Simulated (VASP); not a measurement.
A run of VASP 6.6.1:

Contents of INCAR:

```
ALGO = Normal
EDIFF = 1E-6
ENCUT = 520
GGA = RE
ISIF = 2
ISMEAR = -1
ISPIN = 2
LASPH = T
LCHARG = F
LMAXMIX = 4
LORBIT = 11
LREAL = F
LWAVE = F
MAGMOM = 3 0
NBANDS = 18
NELM = 150
PREC = Accurate
SIGMA = 0.05
```

Contents of KPOINTS:

```
k-points
0
Gamma
  11 11 11
```

Contents of POSCAR:

```
FeO
1.0
    0.0000000000      2.1554000000      2.1554000000
    2.1554000000      0.0000000000      2.1554000000
    2.1554000000      2.1554000000      0.0000000000
Fe O
1 1
Direct
    0.0000000000      0.0000000000      0.0000000000
    0.5000000000      0.5000000000      0.5000000000
```

Potentials or basis: VASP PAW PBE potentials, release 64 (Fe, O).

Command:

```console
$ cat potpaw_PBE.64/Fe/POTCAR potpaw_PBE.64/O/POTCAR > POTCAR
$ mpirun -np 1 vasp_std > vasp.out
```

Hardware: 1 thread of Intel Xeon 8259CL, on a shared host.

Question: How long does it take, and how much memory?

Answer: Wall time 55 s on 1 thread of Intel Xeon 8259CL, on a shared host, peak memory 0.17 GiB. Counts: scf iterations 15, k points 56.
